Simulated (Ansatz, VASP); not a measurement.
## HfB in VASP and in Ansatz

```
Hf B
1.0
     0.00000    2.40829    2.40829
     2.40829    0.00000    2.40829
     2.40829    2.40829    0.00000
Hf B
1 1
Direct
  0.50000 0.50000 0.50000
  0.00000 0.00000 0.00000
```

Alike in both runs: task single point; functional PBE; k mesh 16 × 16 × 16; occupations gaussian, width 0.1 eV; no spin polarisation.

|  | VASP | Ansatz |
| --- | --- | --- |
| version | VASP 6.6.1 | Ansatz 0.2.0 |
| potentials or method | VASP PAW PBE potentials, release 64 (Hf_pv, B), cutoff 500 eV | scalar-relativistic, plane waves, PAW |
| valence electrons in the cell | 13 | 29 |

|  | VASP | Ansatz | Ansatz less VASP |
| --- | --- | --- | --- |
| gap on the k mesh at the Fermi level (eV) | none | none | - |
| pressure (GPa) | 1.9 | 1.9 | -0.10 |

A gap of «none» marks a metal or a gap that the smearing closes. The functional is the same, so the differences come from potentials, cutoffs and numerics. VASP's potentials hold 13 valence electrons a cell and Ansatz's 29, so a difference there can come from the potentials and not from the codes.

Spin-orbit coupling is off throughout.
